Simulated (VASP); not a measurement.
Pb: single point with revPBE

The system is Pb.

```
Pb
1.0
     0.00000    2.54118    2.54118
     2.54118    0.00000    2.54118
     2.54118    2.54118    0.00000
Pb
1
Cartesian
  0.0000 0.0000 0.0000
```

```yaml
Program: VASP 6.6.1
Task: single point
Functional: revPBE
Potentials_or_basis: VASP PAW PBE potentials, release 64 (Pb_d)
Cutoff: 520 eV
k_mesh: 18 × 18 × 18
Occupations: fermi-dirac, width 0.1 eV
Spin: no spin polarisation
Dipole_correction: no
Further_INCAR_settings: ALGO = Normal; EDIFF = 1e-06; NBANDS = 13
```

```yaml
Pressure: 0.1 GPa
Band_gap_on_the_k_mesh: zero (band 7 reaches 13.35 eV, above the bottom of band 8 at 5.14 eV)
```

Levels at points of the mesh, in eV from the Fermi level:
```tsv
k point	band 5	band 6	band 7	band 8	band 9	band 10
(0.00, 0.00, 0.00)	-17.00	-11.27	6.79	6.79	6.79	9.64
(0.50, 0.00, 0.00)	-16.90	-8.09	-3.86	5.13	5.13	8.73
(0.50, 0.50, 0.00)	-16.87	-6.86	-3.00	1.94	1.94	5.10
```

Wall time 36 s on 1 thread of Intel(R) Xeon(R) 6975P-C (Granite Rapids), on a shared host, peak memory 0.21 GiB.

Caveat: the PAW data sets were made with another functional, which shifts forces and pressure a little; spin-orbit coupling is left out, which moves the levels of the heavy elements.
